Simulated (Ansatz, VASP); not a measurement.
**Ge in VASP and in Ansatz**

The input INCAR:

```
PREC = Accurate
ENCUT = 520
EDIFF = 1E-6
ISMEAR = 0
SIGMA = 0.1
LREAL = F
LASPH = T
NELM = 100
ALGO = Normal
ISIF = 2
LWAVE = F
LCHARG = T
LDIPOL = T
IDIPOL = 3
DIPOL = 0.5 0.5 0.500
GGA = PE
IVDW = 12
LELF = T
LVHAR = T
LVACPOTAV = T
NBANDS = 21
```

The input KPOINTS:

```
Automatic mesh
0
Gamma
  12 12 1
```

POSCAR

```
Ge
1.0
    3.8360000000      0.0000000000      0.0000000000
   -1.9180000000      3.3220734489      0.0000000000
    0.0000000000      0.0000000000     28.0000000000
Ge
2
Direct
    0.3333333333      0.6666666667      0.5104821429
    0.6666666667      0.3333333333      0.4895178571
```

Input for Ansatz:

```yaml
crystal:
  lattice:
    - [3.836, 0.0, 0.0]
    - [-1.918, 3.3220734489, 0.0]
    - [0.0, 0.0, 28.0]
  atoms:
    - { symbol: Ge, position: [0.3333333333, 0.6666666667, 0.5104821429] }
    - { symbol: Ge, position: [0.6666666667, 0.3333333333, 0.4895178571] }
  periodic: [true, true, false]
basis:
  ecutwfc: 420
kpoints:
  mp_grid: { grid: [12, 12, 1] }
hamiltonian:
  xc: pbe
  pseudopotentials: { kind: paw, azcp: { folder: soft_1 } }
  dispersion: d3bj
scf:
  occupations: { method: gaussian, width: 0.1 }
output:
  forces: true
  stress: true
  eigenvalues: true
  write_density: true
  write_potential: true
  elf: true
  volumetric_format: npy
```

Alike in both runs: task single point; functional PBE; dispersion D3(BJ); k mesh 12 × 12 × 1; occupations gaussian, width 0.1 eV; no spin polarisation.

```csv
,VASP,Ansatz
version,VASP 6.6.1,Ansatz 0.2.0
potentials or method,"VASP PAW PBE potentials, release 64 (Ge_d), cutoff 520 eV","scalar-relativistic, plane waves, PAW"
valence electrons in the cell,28,28
```

|  | VASP | Ansatz | Ansatz less VASP |
| --- | --- | --- | --- |
| gap on the k mesh at the Fermi level (eV) | none | none | - |
| rms of the force components (eV/Å) | 0.397 | 0.401 | +0.0044 |
| work function, face that differs most (eV) | 4.38 | 4.39 | +0.001 |

Atom by atom the forces differ by 0.004 eV/Å (rms over components). A gap of «none» marks a metal or a gap that the smearing closes. Ansatz's warnings: xc potential rough in thin density.
